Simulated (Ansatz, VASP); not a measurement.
## CdCu3Mo in VASP and in Ansatz

```
Cd Cu Mo
1.0
     2.65793    0.00000    0.00000
     0.00000    2.65793    0.00000
     0.00000    0.00000   10.70887
Cd Cu Mo
1 3 1
Direct
  0.50000 0.50000 0.30434
  0.00000 0.00000 0.50634
  0.00000 0.00000 0.73062
  0.00000 0.00000 0.10095
  0.50000 0.50000 0.91585
```

Alike in both runs: functional PBE; k mesh 12 × 12 × 4; occupations gaussian, width 0.1 eV; no spin polarisation.

Ansatz relaxed the structure, and its values are those at the end. VASP's run is a single point on that final structure, the one shown.

|  | VASP | Ansatz |
| --- | --- | --- |
| version | VASP 6.6.1 | Ansatz 0.2.0 |
| potentials or method | VASP PAW PBE potentials, release 64 (Cd, Cu, Mo_sv), cutoff 520 eV | scalar-relativistic, plane waves, PAW |
| valence electrons in the cell | 59 | 91 |

|  | VASP | Ansatz | Ansatz less VASP |
| --- | --- | --- | --- |
| gap on the k mesh at the Fermi level (eV) | none | none | - |
| pressure (GPa) | 0.6 | 0.0 | -0.61 |
| rms of the force components (eV/Å) | 0.005 | 0.000 | -0.0052 |

A gap of «none» marks a metal or a gap that the smearing closes. The functional is the same, so the differences come from potentials, cutoffs and numerics. VASP's potentials hold 59 valence electrons a cell and Ansatz's 91, so a difference there can come from the potentials and not from the codes.
